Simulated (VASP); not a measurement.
# HfO2: single point with r2SCAN

The system is HfO2.

```
Hf O
1.0
     0.00000   -2.52916   -2.52916
    -2.52916    0.00000   -2.52916
     2.52916    2.52916   -5.05832
Hf O
2 4
Direct
  0.50000 0.50000 0.50000
  0.00000 0.00000 0.00000
  0.12500 0.12500 0.62500
  0.62500 0.62500 0.12500
  0.37500 0.37500 0.87500
  0.87500 0.87500 0.37500
```

* Program: VASP 6.6.1
* Task: single point
* Functional: r2SCAN
* Potentials or basis: VASP PAW PBE potentials, release 64 (Hf_pv, O)
* Cutoff: 520 eV
* k mesh: 6 × 6 × 8
* Occupations: gaussian, width 0.05 eV
* Spin: no spin polarisation
* Dipole correction: no
* Further INCAR settings: ALGO = Normal; EDIFF = 1e-06; NBANDS = 31; ISYM = 0

```yaml
Pressure: -4.0 GPa
Band_gap_on_the_k_mesh: 4.31 eV
```

Levels at points of the mesh, in eV from the valence-band top:
```tsv
k point	band 18	band 19	band 20	band 21	band 22	band 23	band 24	band 25	band 26	band 27
(0.00, 0.00, 0.00)	-1.90	-1.90	-0.64	-0.64	-0.64	4.42	4.42	5.12	5.12	6.52
(0.50, 0.00, 0.00)	-1.75	-1.38	-1.38	-1.23	-1.23	5.01	5.01	5.62	5.62	7.69
(0.00, 0.50, 0.00)	-1.75	-1.38	-1.38	-1.23	-1.23	5.01	5.01	5.62	5.62	7.69
(0.50, 0.50, 0.00)	-1.90	-1.90	-1.57	-1.57	0.00	4.31	5.12	5.12	6.05	7.24
(0.00, 0.00, 0.50)	-1.99	-1.44	-1.44	-1.44	-1.44	5.12	5.12	5.12	5.12	7.63
(0.50, 0.00, 0.50)	-1.90	-1.90	-1.57	-1.57	0.00	4.31	5.12	5.12	6.05	7.24
(0.00, 0.50, 0.50)	-1.90	-1.90	-1.57	-1.57	0.00	4.31	5.12	5.12	6.05	7.24
(0.50, 0.50, 0.50)	-1.75	-1.38	-1.38	-1.23	-1.23	5.01	5.01	5.62	5.62	7.69
```

It took 12 min on 1 thread of AMD EPYC 9R45 96-Core Processor (Zen 5), on a shared host, peak memory 0.34 GiB.

Caveat: the PAW data sets were made with another functional, which shifts forces and pressure a little; spin-orbit coupling is left out, which moves the levels of the heavy elements. A k mesh can miss the band edges.
